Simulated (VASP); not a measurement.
# Ru (Cmcm) in VASP: a series of runs

Runs on Ru. Level: PBEsol. Tasks: single point.

All numbers are computed with VASP 6.6.1; they aren't measurements. Logs are shortened: lines on timing, memory, paths and dates and some standing lists are left out, and cuts for length are marked.

**1. The cell of the first run**

It takes space group Cmcm (No. 63, orthorhombic). Conventional cell: a = 2.706 Å, b = 4.687 Å, c = 4.282 Å, α = 90.00°, β = 90.00°, γ = 90.00°. Within 3.4 Å of Ru (site symmetry m2m) lie 12 Ru at 2.58 to 2.84 Å.

**2. Single point, PBEsol (atom 1 (Ru) moved by (+0.000, -0.300) A along x and y)**

INCAR

```
SYSTEM = Ru
ALGO = Fast
EDIFF = 1E-7
ENCUT = 520
GGA = PS
ISIF = 2
ISMEAR = 0
LASPH = .True.
LCHARG = .False.
LREAL = .False.
LWAVE = .False.
NBANDS = 21
NELM = 100
PREC = Accurate
SIGMA = 0.15
```

KPOINTS

```
k-points
0
Gamma
  24 24 12
  0 0 0
```

POSCAR

```
Ru
1.0
    2.7057993342      0.0000000000      0.0000000000
   -1.3528996671      2.3432909610      0.0000000000
    0.0000000000      0.0000000000      4.2819000000
Ru
2
Direct
    0.2693207961      0.5386415921      0.2500000000
    0.6666666667      0.3333333333      0.7500000000
```

Potentials or basis: VASP PAW PBE potentials, release 64 (Ru_pv).

Started as:

```console
> cat potpaw_PBE.64/Ru_pv/POTCAR > POTCAR
> mpirun -np 1 vasp_std > vasp.out
```

OUTCAR:

```text
SYSTEM = Ru
   EDIFF = 1E-7
   ENCUT = 520
   GGA = PS
   ISIF = 2
   ISMEAR = 0
   LASPH = .True.
   LREAL = .False.
   NELM = 100
   PREC = Accurate

 ion  position               nearest neighbor table
   1  0.269  0.539  0.250-   2 2.58   2 2.58   2 2.58   2 2.58   2 2.84   2 2.84
   2  0.667  0.333  0.750-   1 2.58   1 2.58   1 2.58   1 2.58   1 2.84   1 2.84

  LATTYP: Found a hexagonal cell.
 ALAT       =     2.7057993342
 C/A-ratio  =     1.5824898565

  Lattice vectors:

 A1 = (   2.7057993342,   0.0000000000,   0.0000000000)
 A2 = (  -1.3528996671,   2.3432909610,   0.0000000000)
 A3 = (   0.0000000000,   0.0000000000,   4.2819000000)

Analysis of symmetry for initial positions (statically):
=====================================================================
 Subroutine PRICEL returns:
 Original cell was already a primitive cell.

 Routine SETGRP: Setting up the symmetry group for a
 hexagonal supercell.

 Subroutine GETGRP returns: Found  8 space group operations
 (whereof  2 operations were pure point group operations)
 out of a pool of 24 trial point group operations.

The static configuration has the point symmetry C_1h.
 The point group associated with its full space group is D_2h.

Analysis of symmetry for dynamics (positions and initial velocities):
=====================================================================
 Subroutine PRICEL returns:
 Original cell was already a primitive cell.

 Routine SETGRP: Setting up the symmetry group for a
 hexagonal supercell.

 Subroutine GETGRP returns: Found  8 space group operations
 (whereof  2 operations were pure point group operations)
 out of a pool of 24 trial point group operations.

The dynamic configuration has the point symmetry C_1h.
 The point group associated with its full space group is D_2h.

 Subroutine INISYM returns: Found  8 space group operations
 (whereof  2 operations are pure point group operations),
 and found     1 'primitive' translations

----------------------------------------------------------------------------------------

                                     Primitive cell

  volume of cell :      27.1493

  direct lattice vectors                    reciprocal lattice vectors
     2.705799334  0.000000000  0.000000000     0.369576556  0.213375124  0.000000000
    -1.352899667  2.343290961  0.000000000     0.000000000  0.426750249  0.000000000
     0.000000000  0.000000000  4.281900000     0.000000000  0.000000000  0.233541185

  length of vectors
     2.705799334  2.705799334  4.281900000     0.426750249  0.426750249  0.233541185

  position of ions in fractional coordinates (direct lattice)
     0.269320796  0.538641592  0.250000000
     0.666666667  0.333333333  0.750000000

  ion indices of the primitive-cell ions
   primitive index   ion index
                 1           1
                 2           2

----------------------------------------------------------------------------------------

 KPOINTS: k-points

Automatic generation of k-mesh.
 Grid dimensions read from file:
 generate k-points for:   24   24   12

 Generating k-lattice:

  Cartesian coordinates                     Fractional coordinates (reciprocal lattice)
     0.015399023  0.008890630  0.000000000     0.041666667  0.000000000  0.000000000
     0.000000000  0.017781260  0.000000000     0.000000000  0.041666667  0.000000000
     0.000000000  0.000000000  0.019461765     0.000000000  0.000000000  0.083333333

  Length of vectors
     0.017781260  0.017781260  0.019461765

  Shift w.r.t. Gamma in fractional coordinates (k-lattice)
     0.000000000  0.000000000  0.000000000

 Subroutine IBZKPT returns following result:
 ===========================================

 Found   1099 irreducible k-points:

 Following reciprocal coordinates:
            Coordinates               Weight
  0.000000  0.000000  0.000000      1.000000
  0.041667  0.000000  0.000000      4.000000
  0.000000  0.041667  0.000000      2.000000
  0.083333  0.000000  0.000000      4.000000
  0.000000  0.083333  0.000000      2.000000
  0.125000  0.000000  0.000000      4.000000
[... 16 lines left out ...]
  0.000000  0.458333  0.000000      2.000000
  0.500000  0.000000  0.000000      2.000000
 [... further k-points ...]
   k-points           NKPTS =   1099   k-points in BZ     NKDIM =   1099   number of bands    NBANDS=     21
   number of dos      NEDOS =    301   number of ions     NIONS =      2
   total plane-waves  NPLWV =  12800
   dimension x,y,z NGX =    20 NGY =   20 NGZ =   32
   dimension x,y,z NGXF=    40 NGYF=   40 NGZF=   64
   ions per type =               2
   NGX,Y,Z   is equivalent  to a cutoff of  12.29, 12.29, 12.42 a.u.
   NGXF,Y,Z  is equivalent  to a cutoff of  24.58, 24.58, 24.85 a.u.
 SYSTEM =  Ru
   PREC   = accura    normal or accurate (medium, high low for compatibility)
   ISTART =      0    job   : 0-new  1-cont  2-samecut
   ICHARG =      2    charge: 1-file 2-atom 10-const
   ISPIN  =      1    spin polarized calculation?
   LNONCOLLINEAR =      F non collinear calculations
   LSORBIT =      F    spin-orbit coupling
   LASPH  =      T    aspherical Exc in radial PAW
   ENCUT  =  520.0 eV  38.22 Ry    6.18 a.u.   5.03  5.03  7.96*2*pi/ulx,y,z
   NELM   =    100;   NELMIN=  2; NELMDL= -5     # of ELM steps
   EDIFF  = 0.1E-06   stopping-criterion for ELM
   LREAL  =      F    real-space projection
   EDIFFG = 0.1E-05   stopping-criterion for IOM
   NSW    =      0    number of steps for IOM
   IBRION =     -1    ionic relax: 0-MD 1-quasi-New 2-CG
   NFREE  =      0    steps in history (QN), initial steepest desc. (CG)
   ISIF   =      2    stress and relaxation
   ISYM   =      2    0-nonsym 1-usesym 2-fastsym
   POTIM  = 0.5000    time-step for ionic-motion
   TEBEG  =    0.0;   TEEND  =   0.0 temperature during run
   PSTRESS=    0.0 pullay stress
   NELECT =      28.0000    total number of electrons
   NUPDOWN=      -1.0000    fix difference up-down
   EMIN   =  10.00;   EMAX   =-10.00  energy-range for DOS
   EFERMI =   0.00;   METHOD = LEGACY
   ISMEAR =     0;   SIGMA  =   0.15  broadening in eV -4-tet -1-fermi 0-gaus
   EFERMI_NEDOS =   21; number of points for ismear=-14 and -15
   IALGO  =     68    algorithm
   IMIX   =      4    mixing-type and parameters
     AMIX     =   0.40;   BMIX     =  1.00
     AMIX_MAG =   1.60;   BMIX_MAG =  1.00
  volume/ion in A,a.u.               =      13.57        91.61
  Fermi-wavevector in a.u.,A,eV,Ry     =   1.654022  3.125649 37.222686  2.735790
  Thomas-Fermi vector in A             =   2.742361
   LORBIT       =      0    0 simple, 1 ext, 2 COOP (PROOUT), +10 PAW based schemes
   GGA     = PS    functional components
   LHFCALC =     F    Hartree Fock is set to
   AEXX    =    0.0000 exact exchange contribution
   IVDW    =     0    specifies the selected vdW correction
   LEPSILON=     F    determine dielectric tensor
   LRPA    =     F    only Hartree local field effects (RPA)
 non-spin polarized calculation
 RMM-DIIS sequential band-by-band and
 Gauss-broadening in eV      SIGMA  =   0.15
  energy-cutoff  :      520.00
  volume of cell :       27.15
 maximum number of plane-waves:       756
   NGX =  9   NGY =  9   NGZ = 15

 number of electron      28.0000007 magnetization

 Free energy of the ion-electron system (eV)
  ---------------------------------------------------
  ext. energy  EPLUGINS =         0.00000000
  ---------------------------------------------------
  free energy    TOTEN  =       -20.01246191 eV

  energy without entropy =      -19.99264243  energy(sigma->0) =      -20.00255217

 E-fermi :  12.7738     XC(G=0): -14.2736

 val. band max:       12.7732373472   @ k =  -0.3333   0.2083   0.1667
 cond. band min:      12.7749737827   @ k =  -0.0417   0.4583   0.3333
 fundamental gap:      0.0017364354
 Fermi energy:        12.7738137044

 k-point     1 :       0.0000    0.0000    0.0000
  band No.  band energies     occupation
      1     -30.9221      2.00000
      2     -30.0122      2.00000
      3     -29.8303      2.00000
      4     -29.8053      2.00000
      5     -29.7217      2.00000
      6     -29.6921      2.00000
[... 13 lines left out ...]
     20      23.0455      0.00000
     21      23.1869      0.00000

 k-point     2 :       0.0417    0.0000    0.0000
  band No.  band energies     occupation
      1     -30.9155      2.00000
      2     -30.0221      2.00000
      3     -29.8386      2.00000
      4     -29.8090      2.00000
      5     -29.7323      2.00000
      6     -29.6957      2.00000
[... 13 lines left out ...]
     20      23.0455      0.00000
     21      23.1777      0.00000

 k-point     3 :       0.0000    0.0417    0.0000
  band No.  band energies     occupation
      1     -30.9178      2.00000
      2     -30.0157      2.00000
      3     -29.8484      2.00000
      4     -29.8134      2.00000
      5     -29.7243      2.00000
      6     -29.6931      2.00000
[... 13 lines left out ...]
     20      23.0454      0.00000
     21      23.1797      0.00000

 k-point     4 :       0.0833    0.0000    0.0000
  band No.  band energies     occupation
      1     -30.8957      2.00000
      2     -30.0520      2.00000
      3     -29.8599      2.00000
      4     -29.8276      2.00000
      5     -29.7576      2.00000
      6     -29.7064      2.00000
[... 13 lines left out ...]
     20      23.0454      0.00000
     21      23.1529      0.00000

 k-point     5 :       0.0000    0.0833    0.0000
  band No.  band energies     occupation
      1     -30.9050      2.00000
      2     -30.0261      2.00000
      3     -29.8969      2.00000
      4     -29.8414      2.00000
      5     -29.7317      2.00000
      6     -29.6959      2.00000
[... 13 lines left out ...]
     20      23.0454      0.00000
     21      23.1589      0.00000
[... 382 lines left out ...]
     20      22.7057      0.00000
     21      26.3025      0.00000

 k-point    22 :       0.4583   -0.0000    0.0000
  band No.  band energies     occupation
      1     -30.6623      2.00000
      2     -30.5157      2.00000
      3     -30.3291      2.00000
      4     -30.1103      2.00000
      5     -30.1044      2.00000
      6     -29.8949      2.00000
[... 13 lines left out ...]
     20      25.2066      0.00000
     21      26.4817      0.00000

 k-point    23 :       0.0000    0.4583    0.0000
  band No.  band energies     occupation
      1     -30.6687      2.00000
      2     -30.6476      2.00000
      3     -30.4199      2.00000
      4     -30.2114      2.00000
      5     -29.8684      2.00000
      6     -29.7681      2.00000
[... 13 lines left out ...]
     20      22.6243      0.00000
     21      25.8578      0.00000

 k-point    24 :       0.5000    0.0000    0.0000
  band No.  band energies     occupation
      1     -30.6738      2.00000
      2     -30.5284      2.00000
      3     -30.2939      2.00000
      4     -30.1364      2.00000
      5     -30.1142      2.00000
      6     -29.8972      2.00000
[... 13 lines left out ...]
     20      25.5681      0.00000
     21      26.3426      0.00000

 [... further k-points ...]

------------------------ aborting loop because EDIFF is reached ----------------------------------------

  FORCE on cell =-STRESS in cart. coord.  units (eV):
  Direction    XX          YY          ZZ          XY          YZ          ZX
  --------------------------------------------------------------------------------------
  -------------------------------------------------------------------------------------
  Total        0.0848056     -1.7723823      0.4406680      0.0000000      0.0000000      0.0000000
  in kB        5.0046865   -104.5946967     26.0054155      0.0000000      0.0000000      0.0000000
  external PRESSURE =     -24.5281982 kB  Pullay stress =       0.0000000 kB

 VOLUME and BASIS-vectors are now :
 -----------------------------------------------------------------------------
  energy-cutoff  :      520.00
  volume of cell :       27.15
      direct lattice vectors                 reciprocal lattice vectors
     2.705799334  0.000000000  0.000000000     0.369576556  0.213375124  0.000000000
    -1.352899667  2.343290961  0.000000000     0.000000000  0.426750249  0.000000000
     0.000000000  0.000000000  4.281900000     0.000000000  0.000000000  0.233541185

 POSITION                                       TOTAL-FORCE (eV/Angst)
 -----------------------------------------------------------------------------------
      0.00000      1.26219      1.07048         0.000000      2.163966     -0.000000
      1.35290      0.78110      3.21143        -0.000000     -2.163966      0.000000
 -----------------------------------------------------------------------------------
    total drift:                               -0.000000     -0.000020      0.000000

  FREE ENERGIE OF THE ION-ELECTRON SYSTEM (eV)
  ---------------------------------------------------
  free  energy   TOTEN  =       -20.0124619144 eV

  energy  without entropy=      -19.9926424325  energy(sigma->0) =      -20.00255217
```

Wall time 18 min (1 thread of AMD EPYC, shared host); peak memory 0.51 GiB.

Results:

```yaml
Free_energy: -20.0125 eV
Pressure: -2.5 GPa
Largest_force: 2.164 eV/Å
Band_gap_on_the_k_mesh: zero (bands 14 and 15 overlap by 3.03 eV)
```

Forces on the atoms (eV/Å):
```
Ru   0.000  2.164  0.000
Ru   0.000 -2.164  0.000
```

Stress tensor (GPa, compression positive):
```
  0.50   0.00   0.00
  0.00 -10.46   0.00
  0.00   0.00   2.60
```

Levels at points of the mesh, in eV from the Fermi level:
| k point | band 10 | band 11 | band 12 | band 13 | band 14 | band 15 | band 16 | band 17 | band 18 | band 19 |
| --- | --- | --- | --- | --- | --- | --- | --- | --- | --- | --- |
| (0.00, 0.00, 0.00) | -2.85 | -2.28 | -2.24 | -1.67 | -1.67 | -0.35 | 0.05 | 1.18 | 2.09 | 10.18 |
| (0.50, 0.00, 0.00) | -2.89 | -2.60 | -2.27 | -1.94 | 1.21 | 1.33 | 1.87 | 4.44 | 5.57 | 11.67 |
| (0.00, 0.50, 0.00) | -3.41 | -1.42 | -1.08 | -0.84 | 1.51 | 1.71 | 2.18 | 3.08 | 6.82 | 9.66 |
| (0.00, 0.00, 0.50) | -2.89 | -2.75 | -2.75 | -2.60 | -2.60 | 0.08 | 0.08 | 0.55 | 0.55 | 10.27 |
| (0.50, 0.00, 0.50) | -4.85 | -0.79 | -0.79 | 1.04 | 1.04 | 1.62 | 1.62 | 2.85 | 2.85 | 10.26 |
| (0.00, 0.50, 0.50) | -4.60 | -1.21 | -1.21 | -0.63 | -0.63 | 1.67 | 1.67 | 4.40 | 4.40 | 9.36 |

Caveat: the cell differs from its parent crystal (atom 1 (Ru) moved by (+0.000, -0.300) A along x and y); the PAW data sets were made with another functional, which shifts forces and pressure a little.

**3. Single point, PBEsol (atom 1 (Ru) moved by (+0.000, +0.300) A along x and y)**

INCAR

```
SYSTEM = Ru
PREC = Accurate ; ENCUT = 520
EDIFF = 1E-6 ; ISMEAR = 0
SIGMA = 0.15 ; LREAL = .FALSE.
LASPH = .TRUE. ; NELM = 100
ALGO = Fast ; ISIF = 2
LWAVE = .FALSE. ; LCHARG = .TRUE.
GGA = PS ; LELF = .TRUE.
LVHAR = .TRUE. ; NBANDS = 21
```

KPOINTS

```
Automatic mesh
0
G
  24 24 12
  0 0 0
```

POSCAR, as its differences from that of step 2:

```diff
@@ -8,3 +8,3 @@
 Direct
-    0.2693207961      0.5386415921      0.2500000000
+    0.3973458706      0.7946917412      0.2500000000
     0.6666666667      0.3333333333      0.7500000000
```

Potentials or basis: VASP PAW PBE potentials, release 64 (Ru_pv).

Started as:

```console
> cat potpaw_PBE.64/Ru_pv/POTCAR > POTCAR
> mpirun -np 1 vasp_std > vasp.out
```

Run time: 17 min. Hardware: 1 thread of AMD EPYC, shared host; peak memory 0.51 GiB.

Results (log left out):

```
Free energy            : -20.0488 eV
Pressure               : -1.7 GPa
Largest force          : 1.814 eV/Å
Band gap on the k mesh : zero (bands 14 and 15 overlap by 2.97 eV)
```

Forces in eV/Å, atoms in the order of the input:
```
Ru   0.000 -1.814  0.000
Ru   0.000  1.814  0.000
```

Stress tensor (GPa, compression positive):
```
-8.55  0.00  0.00
 0.00  0.72  0.00
 0.00  0.00  2.71
```

Levels at points of the mesh, in eV from the Fermi level:
| k point | band 12 | band 13 | band 14 | band 15 | band 16 | band 17 |
| --- | --- | --- | --- | --- | --- | --- |
| (0.00, 0.00, 0.00) | -2.26 | -2.03 | -1.43 | -0.45 | 0.08 | 1.19 |
| (0.50, 0.00, 0.00) | -1.48 | -1.48 | 1.40 | 1.58 | 1.64 | 3.57 |
| (0.00, 0.50, 0.00) | -2.64 | -1.61 | 1.22 | 1.74 | 2.01 | 4.90 |
| (0.00, 0.00, 0.50) | -2.93 | -2.46 | -2.46 | 0.21 | 0.21 | 0.73 |
| (0.50, 0.00, 0.50) | -1.13 | 0.25 | 0.25 | 1.67 | 1.67 | 3.91 |
| (0.00, 0.50, 0.50) | -1.03 | 1.53 | 1.53 | 1.60 | 1.60 | 2.35 |

Caveat: the cell differs from its parent crystal (atom 1 (Ru) moved by (+0.000, +0.300) A along x and y); the PAW data sets were made with another functional, which shifts forces and pressure a little.
